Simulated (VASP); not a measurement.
# BaTiO3 (Amm2) in VASP: notebook

BaTiO3 is run at these levels: LDA, PBEsol, PBE; tasks: single point, relaxation of cell and atoms.

Program: VASP 6.6.1. These are calculated values, not measurements. Logs are shortened: lines on timing, memory, paths and dates and some standing lists are left out, and cuts for length are marked.

### Step 1. The cell of the first run

The structure is orthorhombic, space group Amm2 (No. 38). Conventional cell: a = 3.923 Å, b = 5.589 Å, c = 5.599 Å, α = 90.00°, β = 90.00°, γ = 90.00°. Within 3.6 Å of Ba (site symmetry mm2) lie 12 O at 2.73 to 2.87 Å and 8 Ti at 3.37 to 3.47 Å. Ti (site symmetry mm2) has 6 O at 1.87 to 2.09 Å within 2.5 Å. Within 2.6 Å of O (site symmetry mm2) lie 2 Ti at 1.97 Å. O (site symmetry m) has 2 Ti at 1.87 to 2.09 Å within 2.5 Å.

### Step 2. Single point, LDA

INCAR

```
  PREC = Accurate
  ENCUT = 520
  EDIFF = 1E-6
  ISMEAR = -1
  SIGMA = 0.02
  LREAL = False
  LASPH = True
  NELM = 80
  ALGO = Normal
  ISIF = 2
  LWAVE = False
  LCHARG = False
  GGA = CA
  NBANDS = 28
```

KPOINTS

```
regular mesh
0
Gamma
  6 6 6
```

POSCAR

```
BaTiO3
1.0
    3.9229319650      0.0000000000      0.0000000000
    0.0000000000      2.7943851004      2.7992997216
    0.0000000000     -2.7943851004      2.7992997216
Ba Ti O
1 1 3
Direct
    0.0000000000      0.0051661922      0.0051661922
    0.5000000000      0.5153956684      0.5153956684
    0.0000000000      0.4932200566      0.4932200566
    0.5000000000      0.4944592151      0.9886388678
    0.5000000000      0.9886388678      0.4944592151
```

Potentials or basis: VASP PAW LDA potentials, release 64 (Ba_sv, Ti_sv, O).

Run with:

```
cat potpaw_LDA.64/Ba_sv/POTCAR potpaw_LDA.64/Ti_sv/POTCAR potpaw_LDA.64/O/POTCAR > POTCAR
mpirun -np 1 vasp_std > vasp.out
```

OUTCAR:

```text
PREC = Accurate
   ENCUT = 520
   EDIFF = 1E-6
   ISMEAR = -1
   LREAL = False
   LASPH = True
   NELM = 80
   ISIF = 2
   GGA = CA

 ion  position               nearest neighbor table
   1  0.000  0.005  0.005-   3 2.73   4 2.76   5 2.76   4 2.76   5 2.76   3 2.80   3 2.80   5 2.82
                             4 2.82   5 2.82   4 2.82   3 2.87   2 3.37   2 3.37   2 3.41   2 3.41
   2  0.500  0.515  0.515-   4 1.87   5 1.87   3 1.97   3 1.97   5 2.09   4 2.09   1 3.37   1 3.37
                             1 3.41   1 3.41   1 3.41   1 3.41   1 3.47   1 3.47
   3  0.000  0.493  0.493-   2 1.97   2 1.97   1 2.73   1 2.80   1 2.80   1 2.87
   4  0.500  0.494  0.989-   2 1.87   2 2.09   1 2.76   1 2.76   1 2.82   1 2.82
   5  0.500  0.989  0.494-   2 1.87   2 2.09   1 2.76   1 2.76   1 2.82   1 2.82

  LATTYP: Found a base centered orthorhombic cell.
 ALAT       =     5.5887702008
 B/A-ratio  =     1.0017587487
 C/A-ratio  =     0.7019311627

  Lattice vectors:

 A1 = (   0.0000000000,   2.7943851004,  -2.7992997216)
 A2 = (   0.0000000000,   2.7943851004,   2.7992997216)
 A3 = (   3.9229319650,   0.0000000000,   0.0000000000)

Analysis of symmetry for initial positions (statically):
=====================================================================
 Subroutine PRICEL returns:
 Original cell was already a primitive cell.

 Routine SETGRP: Setting up the symmetry group for a
 base centered orthorhombic supercell.

 Subroutine GETGRP returns: Found  4 space group operations
 (whereof  4 operations were pure point group operations)
 out of a pool of  8 trial point group operations.

The static configuration has the point symmetry C_2v.

Analysis of symmetry for dynamics (positions and initial velocities):
=====================================================================
 Subroutine PRICEL returns:
 Original cell was already a primitive cell.

 Routine SETGRP: Setting up the symmetry group for a
 base centered orthorhombic supercell.

 Subroutine GETGRP returns: Found  4 space group operations
 (whereof  4 operations were pure point group operations)
 out of a pool of  8 trial point group operations.

The dynamic configuration has the point symmetry C_2v.

 Subroutine INISYM returns: Found  4 space group operations
 (whereof  4 operations are pure point group operations),
 and found     1 'primitive' translations

----------------------------------------------------------------------------------------

                                     Primitive cell

  volume of cell :      61.3729

  direct lattice vectors                    reciprocal lattice vectors
     3.922931965  0.000000000  0.000000000     0.254911380  0.000000000  0.000000000
     0.000000000  2.794385100  2.799299722     0.000000000  0.178930241  0.178616100
     0.000000000 -2.794385100  2.799299722     0.000000000 -0.178930241  0.178616100

  length of vectors
     3.922931965  3.955333996  3.955333996     0.254911380  0.252823540  0.252823540

  position of ions in fractional coordinates (direct lattice)
     0.000000000  0.005166192  0.005166192
     0.500000000  0.515395668  0.515395668
     0.000000000  0.493220057  0.493220057
     0.500000000  0.494459215  0.988638868
     0.500000000  0.988638868  0.494459215

  ion indices of the primitive-cell ions
   primitive index   ion index
                 1           1
                 2           2
                 3           3
                 4           4
                 5           5

----------------------------------------------------------------------------------------

 KPOINTS: regular mesh

Automatic generation of k-mesh.
 Grid dimensions read from file:
 generate k-points for:    6    6    6

 Generating k-lattice:

  Cartesian coordinates                     Fractional coordinates (reciprocal lattice)
     0.042485230  0.000000000  0.000000000     0.166666667  0.000000000  0.000000000
     0.000000000  0.029821707  0.029769350     0.000000000  0.166666667  0.000000000
     0.000000000 -0.029821707  0.029769350     0.000000000  0.000000000  0.166666667

  Length of vectors
     0.042485230  0.042137257  0.042137257

  Shift w.r.t. Gamma in fractional coordinates (k-lattice)
     0.000000000  0.000000000  0.000000000

 Subroutine IBZKPT returns following result:
 ===========================================

 Found     52 irreducible k-points:

 Following reciprocal coordinates:
            Coordinates               Weight
  0.000000  0.000000  0.000000      1.000000
  0.166667  0.000000  0.000000      2.000000
  0.333333  0.000000  0.000000      2.000000
  0.500000  0.000000  0.000000      1.000000
  0.000000  0.166667  0.000000      4.000000
  0.166667  0.166667  0.000000      8.000000
[... 16 lines left out ...]
  0.333333  0.333333  0.166667      8.000000
  0.500000  0.333333  0.166667      4.000000
 [... further k-points ...]
   k-points           NKPTS =     52   k-points in BZ     NKDIM =     52   number of bands    NBANDS=     28
   number of dos      NEDOS =    301   number of ions     NIONS =      5
   total plane-waves  NPLWV =  27000
   dimension x,y,z NGX =    30 NGY =   30 NGZ =   30
   dimension x,y,z NGXF=    60 NGYF=   60 NGZF=   60
   ions per type =               1   1   3
   NGX,Y,Z   is equivalent  to a cutoff of  12.71, 12.61, 12.61 a.u.
   NGXF,Y,Z  is equivalent  to a cutoff of  25.43, 25.22, 25.22 a.u.
 SYSTEM =  unknown system
   PREC   = accura    normal or accurate (medium, high low for compatibility)
   ISTART =      0    job   : 0-new  1-cont  2-samecut
   ICHARG =      2    charge: 1-file 2-atom 10-const
   ISPIN  =      1    spin polarized calculation?
   LNONCOLLINEAR =      F non collinear calculations
   LSORBIT =      F    spin-orbit coupling
   LASPH  =      T    aspherical Exc in radial PAW
   ENCUT  =  520.0 eV  38.22 Ry    6.18 a.u.   7.29  7.35  7.35*2*pi/ulx,y,z
   NELM   =     80;   NELMIN=  2; NELMDL= -5     # of ELM steps
   EDIFF  = 0.1E-05   stopping-criterion for ELM
   LREAL  =      F    real-space projection
   EDIFFG = 0.1E-04   stopping-criterion for IOM
   NSW    =      0    number of steps for IOM
   IBRION =     -1    ionic relax: 0-MD 1-quasi-New 2-CG
   NFREE  =      0    steps in history (QN), initial steepest desc. (CG)
   ISIF   =      2    stress and relaxation
   ISYM   =      2    0-nonsym 1-usesym 2-fastsym
   POTIM  = 0.5000    time-step for ionic-motion
   TEBEG  =    0.0;   TEEND  =   0.0 temperature during run
   PSTRESS=    0.0 pullay stress
   NELECT =      40.0000    total number of electrons
   NUPDOWN=      -1.0000    fix difference up-down
   EMIN   =  10.00;   EMAX   =-10.00  energy-range for DOS
   EFERMI =   0.00;   METHOD = LEGACY
   ISMEAR =    -1;   SIGMA  =   0.02  broadening in eV -4-tet -1-fermi 0-gaus
   EFERMI_NEDOS =   21; number of points for ismear=-14 and -15
   IALGO  =     38    algorithm
   IMIX   =      4    mixing-type and parameters
     AMIX     =   0.40;   BMIX     =  1.00
     AMIX_MAG =   1.60;   BMIX_MAG =  1.00
  volume/ion in A,a.u.               =      12.27        82.83
  Fermi-wavevector in a.u.,A,eV,Ry     =   1.419393  2.682264 27.411341  2.014677
  Thomas-Fermi vector in A             =   2.540418
   LORBIT       =      0    0 simple, 1 ext, 2 COOP (PROOUT), +10 PAW based schemes
   GGA     = CA    functional components
   LHFCALC =     F    Hartree Fock is set to
   AEXX    =    0.0000 exact exchange contribution
   IVDW    =     0    specifies the selected vdW correction
   LEPSILON=     F    determine dielectric tensor
   LRPA    =     F    only Hartree local field effects (RPA)
 non-spin polarized calculation
  energy-cutoff  :      520.00
  volume of cell :       61.37
 maximum number of plane-waves:      1675
 NGX is ok and might be reduce to    30
   NGX = 15   NGY = 15   NGZ = 15

 number of electron      40.0000003 magnetization

 Free energy of the ion-electron system (eV)
  ---------------------------------------------------
  ext. energy  EPLUGINS =         0.00000000
  ---------------------------------------------------
  free energy    TOTEN  =       -44.15780487 eV

  energy without entropy =      -44.15780487  energy(sigma->0) =      -44.15780487

 E-fermi :   4.3566     XC(G=0): -11.9559

 val. band max:        3.8705326171   @ k =   0.5000   0.5000   0.5000
 cond. band min:       5.8376336558   @ k =   0.0000   0.0000   0.0000
 fundamental gap:      1.9671010388
 Fermi energy:         4.3566115561

 k-point     1 :       0.0000    0.0000    0.0000
  band No.  band energies     occupation
      1     -51.6981      2.00000
      2     -28.3735      2.00000
      3     -28.3664      2.00000
      4     -28.3419      2.00000
      5     -20.7150      2.00000
      6     -12.7997      2.00000
[... 20 lines left out ...]
     27       8.8659      0.00000
     28      11.5348      0.00000

 k-point     2 :       0.1667    0.0000    0.0000
  band No.  band energies     occupation
      1     -51.6977      2.00000
      2     -28.3728      2.00000
      3     -28.3657      2.00000
      4     -28.3600      2.00000
      5     -20.6753      2.00000
      6     -12.8433      2.00000
[... 20 lines left out ...]
     27       9.4095      0.00000
     28      12.2080      0.00000

 k-point     3 :       0.3333    0.0000    0.0000
  band No.  band energies     occupation
      1     -51.6969      2.00000
      2     -28.3962      2.00000
      3     -28.3713      2.00000
      4     -28.3641      2.00000
      5     -20.5938      2.00000
      6     -13.0357      2.00000
[... 20 lines left out ...]
     27      10.7391      0.00000
     28      12.2997      0.00000

 k-point     4 :       0.5000    0.0000    0.0000
  band No.  band energies     occupation
      1     -51.6965      2.00000
      2     -28.4141      2.00000
      3     -28.3705      2.00000
      4     -28.3633      2.00000
      5     -20.5519      2.00000
      6     -13.1534      2.00000
[... 578 lines left out ...]
     27      11.4687      0.00000
     28      12.6006      0.00000

 k-point    23 :       0.3333    0.3333    0.1667
  band No.  band energies     occupation
      1     -51.6956      2.00000
      2     -28.4156      2.00000
      3     -28.3920      2.00000
      4     -28.3813      2.00000
      5     -20.4908      2.00000
      6     -12.5957      2.00000
[... 20 lines left out ...]
     27      12.3081      0.00000
     28      12.4593      0.00000

 k-point    24 :       0.5000    0.3333    0.1667
  band No.  band energies     occupation
      1     -51.6952      2.00000
      2     -28.4145      2.00000
      3     -28.4094      2.00000
      4     -28.3805      2.00000
      5     -20.4624      2.00000
      6     -12.5396      2.00000
[... 20 lines left out ...]
     27      12.2181      0.00000
     28      12.6923      0.00000

 [... further k-points ...]

------------------------ aborting loop because EDIFF is reached ----------------------------------------

  FORCE on cell =-STRESS in cart. coord.  units (eV):
  Direction    XX          YY          ZZ          XY          YZ          ZX
  --------------------------------------------------------------------------------------
  -------------------------------------------------------------------------------------
  Total        0.9519807      0.9792559      0.9676169      0.0000000      0.0000000      0.0000000
  in kB       24.8520547     25.5640899     25.2602478      0.0000000      0.0000000      0.0000000
  external PRESSURE =      25.2254641 kB  Pullay stress =       0.0000000 kB

 VOLUME and BASIS-vectors are now :
 -----------------------------------------------------------------------------
  energy-cutoff  :      520.00
  volume of cell :       61.37
      direct lattice vectors                 reciprocal lattice vectors
     3.922931965  0.000000000  0.000000000     0.254911380  0.000000000  0.000000000
     0.000000000  2.794385100  2.799299722     0.000000000  0.178930241  0.178616100
     0.000000000 -2.794385100  2.799299722     0.000000000 -0.178930241  0.178616100

 POSITION                                       TOTAL-FORCE (eV/Angst)
 -----------------------------------------------------------------------------------
      0.00000      0.00000      0.02892         0.000000     -0.000000     -0.034714
      1.96147      0.00000      2.88549         0.000000     -0.000000     -0.087732
      0.00000      0.00000      2.76134         0.000000     -0.000000      0.014038
      1.96147     -1.38093      4.15164         0.000000     -0.043267      0.054204
      1.96147      1.38093      4.15164         0.000000      0.043267      0.054204
 -----------------------------------------------------------------------------------
    total drift:                                0.000000      0.000002     -0.000361

  FREE ENERGIE OF THE ION-ELECTRON SYSTEM (eV)
  ---------------------------------------------------
  free  energy   TOTEN  =       -44.1578048666 eV

  energy  without entropy=      -44.1578048666  energy(sigma->0) =      -44.15780487
```

It took 78 s on 1 thread of Intel Xeon Platinum 8375C at 2.90GHz (Ice Lake), shared host; peak memory 0.21 GiB.

Results:

| Property | Result |
| --- | --- |
| Free energy | -44.1578 eV |
| Pressure | 2.5 GPa |
| Largest force | 0.088 eV/Å |
| Band gap on the k mesh | 1.97 eV (least direct gap 2.20 eV) |

Forces in eV/Å, atoms in the order of the input:
```
Ba   0.000  0.000 -0.035
Ti   0.000  0.000 -0.088
O    0.000  0.000  0.014
O    0.000 -0.043  0.054
O    0.000  0.043  0.054
```

Caveat: spin-orbit coupling is left out, which moves the levels of the heavy elements.

[end of part 1 of 2]
